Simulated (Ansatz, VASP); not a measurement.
## Al6H: VASP beside Ansatz

The input INCAR:

```
PREC = Accurate ; ENCUT = 520
EDIFF = 1E-6 ; ISMEAR = 0
SIGMA = 0.1 ; LREAL = F
LASPH = T ; NELM = 100
ALGO = Normal ; ISIF = 2
LWAVE = F ; LCHARG = T
LDIPOL = T ; IDIPOL = 3
DIPOL = 0.5 0.5 0.304 ; GGA = PE
LELF = T ; LVHAR = T
LVACPOTAV = T ; NBANDS = 32
```

File KPOINTS:

```
Automatic mesh
0
Gamma
  6 6 1
```

Contents of POSCAR:

```
Al6H
1.0
    5.7143028096      0.0000000000      0.0000000000
   -2.8571514048      4.9487313980      0.0000000000
    0.0000000000      0.0000000000     22.6016424997
Al H
12 2
Direct
    0.3333333333      0.1666666667      0.1769782882
    0.3333333333      0.6666666667      0.1769782882
    0.8333333333      0.1666666667      0.1769782882
    0.8333333333      0.6666666667      0.1769782882
    0.1666666667      0.3333333333      0.2787817902
    0.1666666667      0.8333333333      0.2787817902
    0.6666666667      0.3333333333      0.2787817902
    0.6666666667      0.8333333333      0.2787817902
    0.0000000000      0.0000000000      0.3805759913
    0.0000000000      0.5000000000      0.3805759913
    0.5000000000      0.0000000000      0.3805759913
    0.5000000000      0.5000000000      0.3805759913
    0.2764585035      0.1666666667      0.4571191010
    0.3902081632      0.1666666667      0.4571191010
```

Input for Ansatz:

```yaml
crystal:
  lattice:
    - [5.7143028096, 0.0, 0.0]
    - [-2.8571514048, 4.948731398, 0.0]
    - [0.0, 0.0, 22.6016424997]
  atoms:
    - { symbol: Al, position: [0.3333333333, 0.1666666667, 0.1769782882] }
    - { symbol: Al, position: [0.3333333333, 0.6666666667, 0.1769782882] }
    - { symbol: Al, position: [0.8333333333, 0.1666666667, 0.1769782882] }
    - { symbol: Al, position: [0.8333333333, 0.6666666667, 0.1769782882] }
    - { symbol: Al, position: [0.1666666667, 0.3333333333, 0.2787817902] }
    - { symbol: Al, position: [0.1666666667, 0.8333333333, 0.2787817902] }
    - { symbol: Al, position: [0.6666666667, 0.3333333333, 0.2787817902] }
    - { symbol: Al, position: [0.6666666667, 0.8333333333, 0.2787817902] }
    - { symbol: Al, position: [0.0, 0.0, 0.3805759913] }
    - { symbol: Al, position: [0.0, 0.5, 0.3805759913] }
    - { symbol: Al, position: [0.5, 0.0, 0.3805759913] }
    - { symbol: Al, position: [0.5, 0.5, 0.3805759913] }
    - { symbol: H, position: [0.2764585035, 0.1666666667, 0.457119101] }
    - { symbol: H, position: [0.3902081632, 0.1666666667, 0.457119101] }
basis:
  ecutwfc: 420
kpoints:
  mp_grid: { grid: [6, 6, 1] }
hamiltonian:
  xc: pbe
scf:
  occupations: { method: gaussian, width: 0.1 }
output:
  forces: true
  eigenvalues: true
efield:
  axis: 3
  dipole_correction: true
  ramp_width: 0.04
```

Alike in both runs: task single point; functional PBE; k mesh 6 × 6 × 1; occupations gaussian, width 0.1 eV; no spin polarisation.

|  | VASP | Ansatz |
| --- | --- | --- |
| version | VASP 6.6.1 | Ansatz 0.2.0 |
| potentials or method | VASP PAW PBE potentials, release 64 (Al, H), cutoff 520 eV | scalar-relativistic, plane waves, PAW |
| valence electrons in the cell | 38 | 38 |

Ansatz gave:

| Item | Value |
| --- | --- |
| gap on the k mesh at the Fermi level (eV) | none |
| rms of the force components (eV/Å) | 1.238 |
| work function, face that differs most (eV) | 4.00 |

Question: Which values does VASP return?

Answer: gap on the k mesh at the Fermi level (eV): none; rms of the force components (eV/Å): 1.247; work function, face that differs most (eV): 4.00.

Atom by atom the forces differ by 0.009 eV/Å (rms over components). A gap of «none» marks a metal or a gap that the smearing closes. With one functional, cell and mesh, what is left measures potentials, basis and numerics.
